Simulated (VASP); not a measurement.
# BaTiO3 (R3m) in VASP: further runs

Runs on BaTiO3. Level: PBE. Tasks: single point.

Everything below comes from runs of VASP 6.6.1. Logs are shortened: lines on timing, memory, paths and dates and some standing lists are left out, and cuts for length are marked.

**1. The cell of the first run**

The structure is trigonal, space group R3m (No. 160). The conventional cell has a = 5.726 Å, b = 5.726 Å, c = 7.069 Å, α = 90.00°, β = 90.00°, γ = 120.00°. Ba (site symmetry 3m) has 12 O at 2.67 to 3.10 Å and 8 Ti at 3.49 to 3.58 Å within 3.6 Å. Ti (site symmetry 3m) has 6 O at 1.87 to 2.21 Å within 2.5 Å. Within 2.5 Å of O (site symmetry m) lie 2 Ti at 1.87 to 2.21 Å.

**2. Single point, PBE (atom 1 (Ba) moved -0.150 Å towards its neighbour atom 2 (Ti) at 3.434 Å)**

File INCAR:

```
SYSTEM = BaTiO3
ALGO = Normal ; EDIFF = 1E-6
ENCUT = 520 ; GGA = PE
ISIF = 2 ; ISMEAR = 0
LASPH = .TRUE. ; LCHARG = .TRUE.
LELF = .TRUE. ; LREAL = .FALSE.
LVHAR = .TRUE. ; LWAVE = .FALSE.
NBANDS = 28 ; NELM = 80
PREC = Accurate ; SIGMA = 0.05
```

File KPOINTS:

```
k-points
0
G
  6 6 6
  0 0 0
```

File POSCAR:

```
BaTiO3
1.0
    2.8630706910      1.6529946342      2.3563003940
   -2.8630706910      1.6529946342      2.3563003940
    0.0000000000     -3.3059892684      2.3563003940
Ba Ti O
1 1 3
Direct
    0.0261742258      0.0261742258      0.0261742258
    0.5191875227      0.5191875227      0.5191875227
    0.4883938465      0.4883938465      0.9777702638
    0.4883938465      0.9777702638      0.4883938465
    0.9777702638      0.4883938465      0.4883938465
```

Potentials or basis: VASP PAW PBE potentials, release 64 (Ba_sv, Ti_sv, O).

On the command line:

```sh
$ cat potpaw_PBE.64/Ba_sv/POTCAR potpaw_PBE.64/Ti_sv/POTCAR potpaw_PBE.64/O/POTCAR > POTCAR
$ mpirun -np 1 vasp_std > vasp.out
```

OUTCAR:

```text
SYSTEM = BaTiO3
   EDIFF = 1E-6
   ENCUT = 520
   GGA = PE
   ISIF = 2
   ISMEAR = 0
   LASPH = .TRUE.
   LREAL = .FALSE.
   NELM = 80
   PREC = Accurate

 ion  position               nearest neighbor table
   1  0.026  0.026  0.026-   4 2.67   5 2.67   3 2.67   3 2.88   3 2.88   4 2.88   5 2.88   5 2.88
                             4 2.88   5 3.10   4 3.10   3 3.10   2 3.49   2 3.49   2 3.49   2 3.49
   2  0.519  0.519  0.519-   4 1.87   5 1.87   3 1.87   4 2.21   5 2.21   3 2.21   1 3.49   1 3.49
                             1 3.49   1 3.49   1 3.53   1 3.53   1 3.53   1 3.58
   3  0.488  0.488  0.978-   2 1.87   2 2.21   1 2.67   1 2.88   1 2.88   1 3.10
   4  0.488  0.978  0.488-   2 1.87   2 2.21   1 2.67   1 2.88   1 2.88   1 3.10
   5  0.978  0.488  0.488-   2 1.87   2 2.21   1 2.67   1 2.88   1 2.88   1 3.10

  LATTYP: Found a trigonal (rhomboedric) cell.
 ALAT       =     4.0597680462
 COS(alpha) =     0.0053009664

  Lattice vectors:

 A1 = (   2.8630706910,   1.6529946342,   2.3563003940)
 A2 = (  -2.8630706910,   1.6529946342,   2.3563003940)
 A3 = (   0.0000000000,  -3.3059892684,   2.3563003940)

Analysis of symmetry for initial positions (statically):
=====================================================================
 Subroutine PRICEL returns:
 Original cell was already a primitive cell.

 Routine SETGRP: Setting up the symmetry group for a
 trigonal (rhombohedral) supercell.

 Subroutine GETGRP returns: Found  6 space group operations
 (whereof  6 operations were pure point group operations)
 out of a pool of 12 trial point group operations.

The static configuration has the point symmetry C_3v.

Analysis of symmetry for dynamics (positions and initial velocities):
=====================================================================
 Subroutine PRICEL returns:
 Original cell was already a primitive cell.

 Routine SETGRP: Setting up the symmetry group for a
 trigonal (rhombohedral) supercell.

 Subroutine GETGRP returns: Found  6 space group operations
 (whereof  6 operations were pure point group operations)
 out of a pool of 12 trial point group operations.

The dynamic configuration has the point symmetry C_3v.

 Subroutine INISYM returns: Found  6 space group operations
 (whereof  6 operations are pure point group operations),
 and found     1 'primitive' translations

----------------------------------------------------------------------------------------

                                     Primitive cell

  volume of cell :      66.9091

  direct lattice vectors                    reciprocal lattice vectors
     2.863070691  1.652994634  2.356300394     0.174637672  0.100827107  0.141464702
    -2.863070691  1.652994634  2.356300394    -0.174637672  0.100827107  0.141464702
     0.000000000 -3.305989268  2.356300394     0.000000000 -0.201654214  0.141464702

  length of vectors
     4.059768046  4.059768046  4.059768046     0.246326377  0.246326377  0.246326377

  position of ions in fractional coordinates (direct lattice)
     0.026174226  0.026174226  0.026174226
     0.519187523  0.519187523  0.519187523
     0.488393847  0.488393847  0.977770264
     0.488393847  0.977770264  0.488393847
     0.977770264  0.488393847  0.488393847

  ion indices of the primitive-cell ions
   primitive index   ion index
                 1           1
                 2           2
                 3           3
                 4           4
                 5           5

----------------------------------------------------------------------------------------

 KPOINTS: k-points

Automatic generation of k-mesh.
 Grid dimensions read from file:
 generate k-points for:    6    6    6

 Generating k-lattice:

  Cartesian coordinates                     Fractional coordinates (reciprocal lattice)
     0.029106279  0.016804518  0.023577450     0.166666667 -0.000000000  0.000000000
    -0.029106279  0.016804518  0.023577450    -0.000000000  0.166666667  0.000000000
     0.000000000 -0.033609036  0.023577450     0.000000000  0.000000000  0.166666667

  Length of vectors
     0.041054396  0.041054396  0.041054396

  Shift w.r.t. Gamma in fractional coordinates (k-lattice)
     0.000000000  0.000000000  0.000000000

 Subroutine IBZKPT returns following result:
 ===========================================

 Found     32 irreducible k-points:

 Following reciprocal coordinates:
            Coordinates               Weight
  0.000000  0.000000  0.000000      1.000000
  0.166667  0.000000 -0.000000      6.000000
  0.333333  0.000000  0.000000      6.000000
  0.500000  0.000000  0.000000      3.000000
  0.166667  0.166667  0.000000      6.000000
  0.333333  0.166667  0.000000     12.000000
[... 16 lines left out ...]
  0.500000  0.500000  0.166667      6.000000
 -0.333333  0.500000  0.166667     12.000000
 [... further k-points ...]
   k-points           NKPTS =     32   k-points in BZ     NKDIM =     32   number of bands    NBANDS=     28
   number of dos      NEDOS =    301   number of ions     NIONS =      5
   total plane-waves  NPLWV =  27000
   dimension x,y,z NGX =    30 NGY =   30 NGZ =   30
   dimension x,y,z NGXF=    60 NGYF=   60 NGZF=   60
   ions per type =               1   1   3
   NGX,Y,Z   is equivalent  to a cutoff of  12.28, 12.28, 12.28 a.u.
   NGXF,Y,Z  is equivalent  to a cutoff of  24.57, 24.57, 24.57 a.u.
 SYSTEM =  BaTiO3
   PREC   = accura    normal or accurate (medium, high low for compatibility)
   ISTART =      0    job   : 0-new  1-cont  2-samecut
   ICHARG =      2    charge: 1-file 2-atom 10-const
   ISPIN  =      1    spin polarized calculation?
   LNONCOLLINEAR =      F non collinear calculations
   LSORBIT =      F    spin-orbit coupling
   LASPH  =      T    aspherical Exc in radial PAW
   ENCUT  =  520.0 eV  38.22 Ry    6.18 a.u.   7.55  7.55  7.55*2*pi/ulx,y,z
   NELM   =     80;   NELMIN=  2; NELMDL= -5     # of ELM steps
   EDIFF  = 0.1E-05   stopping-criterion for ELM
   LREAL  =      F    real-space projection
   EDIFFG = 0.1E-04   stopping-criterion for IOM
   NSW    =      0    number of steps for IOM
   IBRION =     -1    ionic relax: 0-MD 1-quasi-New 2-CG
   NFREE  =      0    steps in history (QN), initial steepest desc. (CG)
   ISIF   =      2    stress and relaxation
   ISYM   =      2    0-nonsym 1-usesym 2-fastsym
   POTIM  = 0.5000    time-step for ionic-motion
   TEBEG  =    0.0;   TEEND  =   0.0 temperature during run
   PSTRESS=    0.0 pullay stress
   NELECT =      40.0000    total number of electrons
   NUPDOWN=      -1.0000    fix difference up-down
   EMIN   =  10.00;   EMAX   =-10.00  energy-range for DOS
   EFERMI =   0.00;   METHOD = LEGACY
   ISMEAR =     0;   SIGMA  =   0.05  broadening in eV -4-tet -1-fermi 0-gaus
   EFERMI_NEDOS =   21; number of points for ismear=-14 and -15
   IALGO  =     38    algorithm
   IMIX   =      4    mixing-type and parameters
     AMIX     =   0.40;   BMIX     =  1.00
     AMIX_MAG =   1.60;   BMIX_MAG =  1.00
  volume/ion in A,a.u.               =      13.38        90.31
  Fermi-wavevector in a.u.,A,eV,Ry     =   1.379112  2.606145 25.877617  1.901951
  Thomas-Fermi vector in A             =   2.504112
   LORBIT       =      0    0 simple, 1 ext, 2 COOP (PROOUT), +10 PAW based schemes
   GGA     = PE    functional components
   LHFCALC =     F    Hartree Fock is set to
   AEXX    =    0.0000 exact exchange contribution
   IVDW    =     0    specifies the selected vdW correction
   LEPSILON=     F    determine dielectric tensor
   LRPA    =     F    only Hartree local field effects (RPA)
 non-spin polarized calculation
 Gauss-broadening in eV      SIGMA  =   0.05
  energy-cutoff  :      520.00
  volume of cell :       66.91
 maximum number of plane-waves:      1820
   NGX = 15   NGY = 15   NGZ = 15

 number of electron      40.0000014 magnetization

 Free energy of the ion-electron system (eV)
  ---------------------------------------------------
  ext. energy  EPLUGINS =         0.00000000
  ---------------------------------------------------
  free energy    TOTEN  =       -39.98001189 eV

  energy without entropy =      -39.98001189  energy(sigma->0) =      -39.98001189

 E-fermi :   3.6308     XC(G=0): -10.9971

 val. band max:        3.4137474447   @ k =   0.5000   0.5000   0.5000
 cond. band min:       6.0059821433   @ k =   0.0000   0.0000   0.0000
 fundamental gap:      2.5922346985
 Fermi energy:         3.6308146654

 k-point     1 :       0.0000    0.0000    0.0000
  band No.  band energies     occupation
      1     -52.8947      2.00000
      2     -29.1495      2.00000
      3     -29.1474      2.00000
      4     -29.1474      2.00000
      5     -21.4167      2.00000
      6     -13.3044      2.00000
[... 20 lines left out ...]
     27       8.6912      0.00000
     28      10.2870      0.00000

 k-point     2 :       0.1667    0.0000   -0.0000
  band No.  band energies     occupation
      1     -52.8945      2.00000
      2     -29.1592      2.00000
      3     -29.1482      2.00000
      4     -29.1470      2.00000
      5     -21.3928      2.00000
      6     -13.3175      2.00000
[... 20 lines left out ...]
     27       9.1215      0.00000
     28      10.9139      0.00000

 k-point     3 :       0.3333    0.0000    0.0000
  band No.  band energies     occupation
      1     -52.8941      2.00000
      2     -29.1808      2.00000
      3     -29.1475      2.00000
      4     -29.1461      2.00000
      5     -21.3441      2.00000
      6     -13.4116      2.00000
[... 20 lines left out ...]
     27      10.1618      0.00000
     28      11.7131      0.00000

 k-point     4 :       0.5000    0.0000    0.0000
  band No.  band energies     occupation
      1     -52.8939      2.00000
      2     -29.1915      2.00000
      3     -29.1471      2.00000
      4     -29.1457      2.00000
      5     -21.3193      2.00000
      6     -13.4788      2.00000
[... 20 lines left out ...]
     27      10.8429      0.00000
     28      11.6503      0.00000

 k-point     5 :       0.1667    0.1667    0.0000
  band No.  band energies     occupation
      1     -52.8943      2.00000
      2     -29.1596      2.00000
      3     -29.1576      2.00000
      4     -29.1471      2.00000
      5     -21.3711      2.00000
      6     -13.2940      2.00000
[... 20 lines left out ...]
     27       9.6265      0.00000
     28      11.2098      0.00000

 k-point     6 :       0.3333    0.1667    0.0000
  band No.  band energies     occupation
      1     -52.8939      2.00000
      2     -29.1801      2.00000
      3     -29.1576      2.00000
      4     -29.1463      2.00000
      5     -21.3263      2.00000
      6     -13.3238      2.00000
[... 463 lines left out ...]
      5     -21.2734      2.00000
      6     -13.0747      2.00000
[... 20 lines left out ...]
     27      11.2777      0.00000
     28      11.8400      0.00000

 k-point    22 :      -0.1667    0.3333    0.1667
  band No.  band energies     occupation
      1     -52.8937      2.00000
      2     -29.1796      2.00000
      3     -29.1583      2.00000
      4     -29.1558      2.00000
      5     -21.3086      2.00000
      6     -13.2343      2.00000
[... 20 lines left out ...]
     27      10.8186      0.00000
     28      11.6450      0.00000

 k-point    23 :       0.5000    0.5000    0.1667
  band No.  band energies     occupation
      1     -52.8928      2.00000
      2     -29.1889      2.00000
      3     -29.1875      2.00000
      4     -29.1553      2.00000
      5     -21.2400      2.00000
      6     -12.8659      2.00000
[... 20 lines left out ...]
     27      11.7337      0.00000
     28      12.0844      0.00000

 k-point    24 :      -0.3333    0.5000    0.1667
  band No.  band energies     occupation
      1     -52.8930      2.00000
      2     -29.1889      2.00000
      3     -29.1777      2.00000
      4     -29.1556      2.00000
      5     -21.2559      2.00000
      6     -13.0103      2.00000
[... 20 lines left out ...]
     27      11.4041      0.00000
     28      11.9416      0.00000

 [... further k-points ...]

------------------------ aborting loop because EDIFF is reached ----------------------------------------

  FORCE on cell =-STRESS in cart. coord.  units (eV):
  Direction    XX          YY          ZZ          XY          YZ          ZX
  --------------------------------------------------------------------------------------
  -------------------------------------------------------------------------------------
  Total        0.9114515      0.9114515      1.4858903      0.0000000     -0.0000000      0.0000000
  in kB       21.8252256     21.8252256     35.5804876      0.0000000     -0.0000000      0.0000000
  external PRESSURE =      26.4103129 kB  Pullay stress =       0.0000000 kB

 VOLUME and BASIS-vectors are now :
 -----------------------------------------------------------------------------
  energy-cutoff  :      520.00
  volume of cell :       66.91
      direct lattice vectors                 reciprocal lattice vectors
     2.863070691  1.652994634  2.356300394     0.174637672  0.100827107  0.141464702
    -2.863070691  1.652994634  2.356300394    -0.174637672  0.100827107  0.141464702
     0.000000000 -3.305989268  2.356300394     0.000000000 -0.201654214  0.141464702

 POSITION                                       TOTAL-FORCE (eV/Angst)
 -----------------------------------------------------------------------------------
      0.00000      0.00000      0.18502        -0.000000      0.000000     -0.992392
      0.00000      0.00000      3.67009        -0.000000     -0.000000      0.387067
      0.00000     -1.61787      4.60553        -0.000000     -0.012974      0.201775
     -1.40112      0.80894      4.60553        -0.011235      0.006487      0.201775
      1.40112      0.80894      4.60553         0.011235      0.006487      0.201775
 -----------------------------------------------------------------------------------
    total drift:                               -0.000000     -0.000005      0.000050

  FREE ENERGIE OF THE ION-ELECTRON SYSTEM (eV)
  ---------------------------------------------------
  free  energy   TOTEN  =       -39.9800118887 eV

  energy  without entropy=      -39.9800118886  energy(sigma->0) =      -39.98001189
```

It took 2.2 min on 1 thread of Intel Xeon 8259CL, shared host; peak memory 0.21 GiB.

What came out:

```yaml
Free_energy: -39.9800 eV
Pressure: 2.6 GPa
Largest_force: 0.992 eV/Å
Band_gap_on_the_k_mesh: 2.59 eV (least direct gap 3.16 eV)
```

Forces in eV/Å, atoms in the order of the input:
```
Ba   0.000  0.000 -0.992
Ti   0.000  0.000  0.387
O    0.000 -0.013  0.202
O   -0.011  0.006  0.202
O    0.011  0.006  0.202
```

Caveat: the cell differs from its parent crystal (atom 1 (Ba) moved -0.150 Å towards its neighbour atom 2 (Ti) at 3.434 Å); spin-orbit coupling is left out, which moves the levels of the heavy elements. A k mesh can miss the band edges.

**3. Single point, PBE (atom 1 (Ba) moved +0.525 Å towards its neighbour atom 2 (Ti) at 3.434 Å)**

File INCAR:

```
SYSTEM = BaTiO3
ALGO = Normal
EDIFF = 1E-6
ENCUT = 520
GGA = PE
ISIF = 2
ISMEAR = 0
LASPH = .True.
LCHARG = .False.
LREAL = .False.
LWAVE = .False.
NBANDS = 28
NELM = 80
PREC = Accurate
SIGMA = 0.05
```

File KPOINTS:

```
k-points
0
Gamma
  6 6 6
  0 0 0
```

Edit POSCAR of step 2 so:

```diff
@@ -8,3 +8,3 @@
 Direct
-    0.0261742258      0.0261742258      0.0261742258
+   -0.0693144481     -0.0693144481     -0.0693144481
     0.5191875227      0.5191875227      0.5191875227
```

Potentials or basis: VASP PAW PBE potentials, release 64 (Ba_sv, Ti_sv, O).

On the command line:

```sh
$ cat potpaw_PBE.64/Ba_sv/POTCAR potpaw_PBE.64/Ti_sv/POTCAR potpaw_PBE.64/O/POTCAR > POTCAR
$ mpirun -np 1 vasp_std > vasp.out
```

Wall time 2.2 min (1 thread of Intel Xeon 8259CL, shared host); peak memory 0.21 GiB.

Results (log left out):

```
Free energy            : -39.1859 eV
Pressure               : 7.7 GPa
Largest force          : 4.050 eV/Å
Band gap on the k mesh : 2.45 eV (least direct gap 2.95 eV)
```

Forces on the atoms (eV/Å):
```
Ba   0.000  0.000  4.050
Ti   0.000  0.000 -2.391
O    0.000 -0.074 -0.553
O   -0.064  0.037 -0.553
O    0.064  0.037 -0.553
```

Stress tensor (GPa, compression positive):
```
 3.32  0.00  0.00
 0.00  3.32  0.00
 0.00  0.00 16.48
```

Levels at points of the mesh, in eV from the valence-band top:
```
           k point  band 18  band 19  band 20  band 21  band 22  band 23
(0.00, 0.00, 0.00)    -0.60    -0.60    -0.50     2.45     2.52     2.52
(0.50, 0.00, 0.00)    -1.05    -1.01    -0.92     2.65     3.63     3.84
(0.50, 0.50, 0.00)    -1.01    -0.84    -0.10     3.66     3.84     4.15
(0.50, 0.50, 0.50)    -0.19    -0.19     0.00     3.82     4.35     4.35
```

Caveat: the cell differs from its parent crystal (atom 1 (Ba) moved +0.525 Å towards its neighbour atom 2 (Ti) at 3.434 Å); the stress differs along the axes, from 3 to 16 GPa; spin-orbit coupling is left out, which moves the levels of the heavy elements; forces of over 1 eV/Å act on the atoms, so gaps and moduli don't describe the material at rest. A k mesh can miss the band edges.

**4. Single point, PBE**

File INCAR:

```
PREC     = Accurate       # precision mode
ENCUT    = 520            # plane-wave cutoff, eV
EDIFF    = 1E-7           # SCF threshold, eV
ISMEAR   = 1              # smearing method
SIGMA    = 0.05           # smearing width, eV
LREAL    = False          # projectors in reciprocal space
LASPH    = True           # aspherical terms in the spheres
NELM     = 80             # most SCF steps
ALGO     = Normal         # electronic algorithm
ISIF     = 2              # what is computed and relaxed
LWAVE    = False          # write WAVECAR
LCHARG   = True           # write CHGCAR
GGA      = PE             # functional
LELF     = True           # ELF
LVHAR    = True         
NBANDS   = 28             # bands
```

File KPOINTS:

```
regular mesh
0
Gamma
  6 6 6
```

Edit POSCAR of step 3 so:

```diff
@@ -8,3 +8,3 @@
 Direct
-   -0.0693144481     -0.0693144481     -0.0693144481
+    0.0473939311      0.0473939311      0.0473939311
     0.5191875227      0.5191875227      0.5191875227
```

On the command line:

```sh
$ cat potpaw_PBE.64/Ba_sv/POTCAR potpaw_PBE.64/Ti_sv/POTCAR potpaw_PBE.64/O/POTCAR > POTCAR
$ mpirun -np 1 vasp_std > vasp.out
```

It took 2.1 min on 1 thread of Intel Xeon 8259CL, shared host; peak memory 0.21 GiB.

It converged, with:

* Free energy: -39.7405 eV
* Pressure: 5.0 GPa
* Largest force: 2.272 eV/Å
* Band gap on the k mesh: 2.58 eV (least direct gap 3.11 eV)

Forces in eV/Å, atoms in the order of the input:
```
Ba   0.000  0.000 -2.272
Ti   0.000  0.000  0.886
O    0.000  0.111  0.462
O    0.096 -0.055  0.462
O   -0.096 -0.055  0.462
```

Stress tensor (GPa, compression positive):
```
3.51 0.00 0.00
0.00 3.51 0.00
0.00 0.00 8.05
```

Levels at points of the mesh, in eV from the valence-band top:
```
           k point  band 16  band 17  band 18  band 19  band 20  band 21  band 22  band 23  band 24  band 25
(0.00, 0.00, 0.00)    -1.54    -0.99    -0.72    -0.62    -0.62     2.58     2.58     2.81     4.46     4.46
(0.50, 0.00, 0.00)    -2.04    -1.68    -1.39    -1.00    -0.95     2.68     3.63     3.86     4.41     5.82
(0.50, 0.50, 0.00)    -2.54    -1.62    -0.80    -0.77    -0.09     3.76     3.76     4.11     4.78     7.41
(0.50, 0.50, 0.50)    -2.33    -2.18    -0.21    -0.21     0.00     4.14     4.34     4.34     6.71     6.71
```

Caveat: the cell stands under pressure; spin-orbit coupling is left out, which moves the levels of the heavy elements; forces of over 1 eV/Å act on the atoms, so gaps and moduli don't describe the material at rest.

**5. Summary**

```csv
cell,smearing,gap on the mesh (eV),pressure (GPa),largest force (eV/Å)
"as given, atomic positions A",gaussian 0.05 eV,2.59,2.6,0.99
"as given, atomic positions B",gaussian 0.05 eV,2.45,7.7,4.05
"as given, atomic positions C",methfessel-paxton 0.05 eV,2.58,5.0,2.27
```

Alike in all rows: task single point; level PBE; potentials or basis VASP PAW PBE potentials, release 64 (Ba_sv, Ti_sv, O); no spin polarisation; k mesh 6 × 6 × 6; cutoff (eV) 520.

Caveats: spin-orbit coupling is left out, which moves the levels of the heavy elements; forces of over 1 eV/Å act on the atoms, so gaps and moduli don't describe the material at rest (at least some runs); the stress differs along the axes, from 3 to 16 GPa (at least some runs); the cell stands under pressure (at least some runs).

Total energies depend on the potentials used, so only differences within one code and one set of settings carry meaning.
